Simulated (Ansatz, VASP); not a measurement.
## InAs in VASP and in Ansatz

```
In As
1.0
     0.00000    2.99240    2.99240
     2.99240    0.00000    2.99240
     2.99240    2.99240    0.00000
In As
1 1
Direct
  0.00000 0.00000 0.00000
  0.75000 0.75000 0.75000
```

Alike in both runs: task relaxation of cell and atoms; functional PBEsol; k mesh 12 × 12 × 12; occupations gaussian, width 0.1 eV; no spin polarisation.

|  | VASP | Ansatz |
| --- | --- | --- |
| version | VASP 6.6.1 | Ansatz 0.2.0 |
| potentials or method | VASP PAW PBE potentials, release 64 (In_d, As), cutoff 600 eV | scalar-relativistic, plane waves, PAW |
| valence electrons in the cell | 18 | 28 |

Ansatz gave:

| Property | Result |
| --- | --- |
| gap on the k mesh at the Fermi level, each at its own relaxed structure (eV) | none |
| relaxed volume (Å³/atom) | 28.23 |
| relaxed cell length with the largest relative difference (Å) | 4.306 |

What did VASP give for the same quantities?

gap on the k mesh at the Fermi level, each at its own relaxed structure (eV): none; relaxed volume (Å³/atom): 28.24; relaxed cell length with the largest relative difference (Å): 4.307.

VASP's potentials were made for PBE, not for PBEsol. A gap of «none» marks a metal or a gap that the smearing closes. VASP's potentials hold 18 valence electrons a cell and Ansatz's 28, so a difference there can come from the potentials and not from the codes.
